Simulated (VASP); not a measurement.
Set up this calculation in VASP 6.6.1, as the native input.

```yaml
Task: single point
Functional: PBE
Potentials_or_basis: VASP PAW PBE potentials, release 64 (Ag)
Cutoff: 520 eV
k_mesh: 20 × 20 × 20
Occupations: gaussian, width 0.15 eV
Spin: no spin polarisation
Dipole_correction: no
Further_INCAR_settings: ALGO = Normal; EDIFF = 1e-06; NBANDS = 12
```

The structure of Ag lies in POSCAR:

```
Ag
1.0
    0.0000000000      2.0788542500      2.0431000000
    2.0431000000      0.0000000000      2.0431000000
    2.0431000000      2.0788542500      0.0000000000
Ag
1
Direct
    0.0000000000      0.0000000000      0.0000000000
```

This cell differs from its parent crystal: strain +0.0175 x Voigt [0, 1, 0, 0, 0, 0].

One way to write it, as run:

INCAR

```
SYSTEM = Ag
PREC = Accurate
ENCUT = 520
EDIFF = 1E-6
ISMEAR = 0
SIGMA = 0.15
LREAL = .FALSE.
LASPH = .TRUE.
NELM = 100
ALGO = Normal
ISIF = 2
LWAVE = .FALSE.
LCHARG = .TRUE.
GGA = PE
LELF = .TRUE.
LVHAR = .TRUE.
NBANDS = 12
```

KPOINTS

```
Automatic mesh
0
G
  20 20 20
  0 0 0
```

Potentials or basis: VASP PAW PBE potentials, release 64 (Ag).

Launch:

```bash
$ cat potpaw_PBE.64/Ag/POTCAR > POTCAR
$ mpirun -np 1 vasp_std > vasp.out
```

Results of the run:

| Property | Result |
| --- | --- |
| Pressure | 2.6 GPa |

Caveat: the cell differs from its parent crystal (strain +0.0175 x Voigt [0, 1, 0, 0, 0, 0]).

Run time: 33 s on 1 thread of Intel(R) Xeon(R) 6975P-C (Granite Rapids) (shared host), peak memory 0.25 GiB.
